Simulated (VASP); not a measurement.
Input of a VASP 6.6.1 run:

POSCAR

```
TiO2
1.0
    4.5940000000      0.0000000000      0.0000000000
    0.0000000000      4.5940000000      0.0000000000
    0.0000000000      0.0000000000      2.9590000000
Ti O
2 4
Direct
    0.0000000000      0.0000000000      0.0000000000
    0.5000000000      0.5000000000      0.5000000000
    0.3048000000      0.3048000000      0.0000000000
    0.6952000000      0.6952000000      0.0000000000
    0.8048000000      0.1952000000      0.5000000000
    0.1952000000      0.8048000000      0.5000000000
```

File INCAR.step1:

```
ALGO = Normal
EDIFF = 1E-8
ENCUT = 500
GGA = PE
ISMEAR = 0
LASPH = True
LCHARG = False
LREAL = False
LWAVE = True
NELM = 100
PREC = Accurate
SIGMA = 0.01
```

File INCAR.step2:

```
ALGO = Exact
EDIFF = 1E-8
ENCUT = 500
GGA = PE
ISMEAR = 0
ISTART = 1
LASPH = True
LCHARG = False
LOPTICS = True
LREAL = False
LWAVE = True
NBANDS = 210
NELM = 1
PREC = Accurate
SIGMA = 0.01
```

INCAR.step3

```
ALGO = EVGW0
EDIFF = 1E-8
ENCUT = 500
ENCUTGW = 100.0
GGA = PE
ISMEAR = 0
ISTART = 1
LASPH = True
LCHARG = False
LREAL = False
LWAVE = False
NBANDS = 210
NBANDSGW = 32
NELMGW = 1
NOMEGA = 48
PREC = Accurate
PRECFOCK = Fast
SIGMA = 0.01
```

KPOINTS

```
k-points
0
Gamma
  2 2 2
```

Potentials or basis: VASP PAW PBE potentials, release 64 (Ti_sv_GW, O_GW).

Command:

```console
$ cat potpaw_PBE.64/Ti_sv_GW/POTCAR potpaw_PBE.64/O_GW/POTCAR > POTCAR
$ cp INCAR.step1 INCAR
$ mpirun -np 1 vasp_std > vasp.out
$ cp INCAR.step2 INCAR
$ mpirun -np 1 vasp_std > vasp.out
$ cp INCAR.step3 INCAR
$ mpirun -np 1 vasp_std > vasp.out
```

Predict the quasiparticle gap.

3.11 eV.

Estimate the least direct quasiparticle gap.

3.20 eV.

Estimate the band gap on the k mesh, mean-field level.

1.69 eV, direct.

Caveat: the k points lie up to 1.06 Å⁻¹ apart; bands, screening cutoff and mesh are small and nothing is extrapolated, so the quasiparticle values aren't converged. A k mesh can miss the band edges.
